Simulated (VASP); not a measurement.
The system is KTi3.

```xyz
4
Lattice="4.9006 0.0000 0.0000 0.0000 4.9006 0.0000 0.0000 0.0000 4.9006" Properties=species:S:1:pos:R:3 pbc="T T T"
K     2.4503    2.4503    2.4503
Ti    2.4503    0.0000    0.0000
Ti    0.0000    2.4503    0.0000
Ti    0.0000    0.0000    2.4503
```

```yaml
Program: VASP 6.6.1
Task: relaxation of cell and atoms
Functional: PBE
Potentials_or_basis: VASP PAW PBE potentials, release 64 (K_sv, Ti_sv)
Cutoff: 600 eV
k_mesh: 4 × 4 × 4
Occupations: gaussian, width 0.1 eV
Spin: no spin polarisation
```

At the start: pressure -9.2 GPa; volume 29.42 Å³/atom.

Task: Where does the relaxation end?

Result: Over 4 steps the energy falls by 300.8 meV/atom and the volume is 21.34 Å³/atom (-27.5 %); space group Pm-3m (No. 221, to 0.05 Å).

Step by step:
| step | energy change (eV) | largest force (eV/Å) | pressure (GPa) | volume (Å³) |
| --- | --- | --- | --- | --- |
| 1 | 0.0000 | 0.0000 | -9.18 | 117.69 |
| 2 | -1.1434 | 0.0000 | -3.12 | 91.24 |
| 3 | -1.2023 | 0.0000 | -0.38 | 86.03 |
| 4 | -1.2031 | 0.0000 | 0.01 | 85.36 |

Final structure:
```yaml
crystal:
  lattice:
    - [4.40303, 0.00000, 0.00000]
    - [0.00000, 4.40303, 0.00000]
    - [0.00000, 0.00000, 4.40303]
  atoms:
    - { symbol: K, position: [0.50000, 0.50000, 0.50000] }
    - { symbol: Ti, position: [0.50000, 0.00000, 0.00000] }
    - { symbol: Ti, position: [0.00000, 0.50000, 0.00000] }
    - { symbol: Ti, position: [0.00000, 0.00000, 0.50000] }
```

Caveat: the volume moved by over 15 % at a fixed basis, so the end points are rough.
